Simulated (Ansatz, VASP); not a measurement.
## One calculation of ZrB2, two programs

```
Zr B
1.0
     3.17000    0.00000    0.00000
    -1.58500    2.74530    0.00000
     0.00000    0.00000    3.53300
Zr B
1 2
Cartesian
  0.0000 0.0000 0.0000
  0.0000 1.8302 1.7665
  1.5850 0.9151 1.7665
```

Alike in both runs: task relaxation of cell and atoms; functional r2SCAN; k mesh 15 × 15 × 12; occupations gaussian, width 0.1 eV; no spin polarisation.

```csv
,VASP,Ansatz
version,VASP 6.6.1,Ansatz 0.2.0
potentials or method,"VASP PAW PBE potentials, release 64 (Zr_sv, B), cutoff 600 eV","scalar-relativistic, plane waves, PAW"
valence electrons in the cell,18,18
```

```csv
,VASP,Ansatz,Ansatz less VASP
"gap on the k mesh at the Fermi level, each at its own relaxed structure (eV)",none,none,-
relaxed volume (Å³/atom),10.29,10.29,-0.003
relaxed length of the cell vector where the two differ most in proportion (Å),3.552,3.552,-0.0005
```

VASP's potentials were made for PBE, not for r2SCAN. A gap of «none» marks a metal or a gap that the smearing closes.
